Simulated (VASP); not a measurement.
Wanted: the native input for a VASP 6.6.1 run.

```
Task                   : single point
Functional             : PBE
Potentials or basis    : VASP PAW PBE potentials, release 64 (Co)
Cutoff                 : 520 eV
k mesh                 : 12 × 12 × 6
Occupations            : gaussian, width 0.05 eV
Spin                   : collinear spin
Starting moments       : [3.0, 0.0] μB
Hubbard terms          : Co d U = 3.32 eV
Dipole correction      : no
Further INCAR settings : ALGO = Normal; EDIFF = 1e-07; NBANDS = 20
```

The structure of Co lies in POSCAR:

```
Co
1.0
    0.0000000000      1.7945000000      1.7945000000
    1.7945000000      0.0000000000      1.7945000000
    3.5890000000      3.5890000000      0.0000000000
Co
2
Direct
    0.0000000000      0.0000000000      0.0000000000
    0.0000000000      0.0000000000      0.5000000000
```

This isn't the form of Co at room conditions, which is hcp.

The input as run:

INCAR

```
PREC     = Accurate       # precision mode
ENCUT    = 520            # plane-wave cutoff, eV
EDIFF    = 1E-7           # SCF threshold, eV
ISMEAR   = 0              # smearing method
SIGMA    = 0.05           # smearing width, eV
LREAL    = False          # projectors in reciprocal space
LASPH    = True           # aspherical terms in the spheres
NELM     = 150            # most SCF steps
ALGO     = Normal         # electronic algorithm
ISIF     = 2              # what is computed and relaxed
LWAVE    = False          # write WAVECAR
LCHARG   = False          # write CHGCAR
ISPIN    = 2              # spin polarisation
MAGMOM   = 3 0            # initial moments
LORBIT   = 11             # projections on sites
LMAXMIX  = 4              # l up to which the mixer works
LDAU     = True           # DFT+U
LDAUTYPE = 2            
LDAUL    = 2              # shell
LDAUU    = 3.32           # U, eV
LDAUJ    = 0            
LDAUPRINT= 1            
GGA      = PE             # functional
NBANDS   = 20             # bands
```

KPOINTS

```
regular mesh
0
Gamma
  12 12 6
```

Potentials or basis: VASP PAW PBE potentials, release 64 (Co).

The run is started by

```console
$ cat potpaw_PBE.64/Co/POTCAR > POTCAR
$ mpirun -np 1 vasp_std > vasp.out
```

It gave:

```yaml
Pressure: -3.7 GPa
Net_moment: 3.51 μB per cell
Site_moments: Co +1.80, +1.87 μB
Valence_electrons_inside_the_program's_atomic_spheres: Co 8.22, 8.20
```

Caveat: the cell stands under tension; the U is typed as a test and isn't derived for this compound.

It took 2.5 min on 1 thread of Oxide Virtual Turin-like Processor (shared host), peak memory 0.16 GiB.
